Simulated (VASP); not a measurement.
PtS2, 3 atoms in the cell. Symmetry: P-3m1, No. 164, trigonal system. Conventional cell: a = 3.543 Å, b = 3.543 Å, c = 5.039 Å, α = 90.00°, β = 90.00°, γ = 120.00°. Within 3.2 Å of Pt (site symmetry -3m) lie 6 S at 2.40 Å. S (site symmetry 3m) has 3 Pt at 2.40 Å and 6 S at 3.25 Å within 3.3 Å. 

```yaml
Program: VASP 6.6.1
Task: relaxation of cell and atoms
Functional: PBEsol
Potentials_or_basis: VASP PAW PBE potentials, release 64 (Pt, S)
Cutoff: 600 eV
k_mesh: 12 × 12 × 8
Occupations: gaussian, width 0.02 eV
Spin: no spin polarisation
Dipole_correction: no
Further_INCAR_settings: ALGO = Normal; EDIFF = 1e-07; IBRION = 2; EDIFFG = -0.005; NSW = 100; ISIF = 3
```

Potentials or basis: VASP PAW PBE potentials, release 64 (Pt, S).

Run with:

```console
$ cat potpaw_PBE.64/Pt/POTCAR potpaw_PBE.64/S/POTCAR > POTCAR
$ mpirun -np 1 vasp_std > vasp.out
```

Hardware: 1 thread of Intel(R) Xeon(R) Platinum 8488C (Sapphire Rapids) (shared host).

Q: How long does it take, and how much memory?

A: It took 11 min on 1 thread of Intel(R) Xeon(R) Platinum 8488C (Sapphire Rapids) (shared host), peak memory 0.29 GiB. Counts: scf iterations 154, k points 131, ion steps 19.
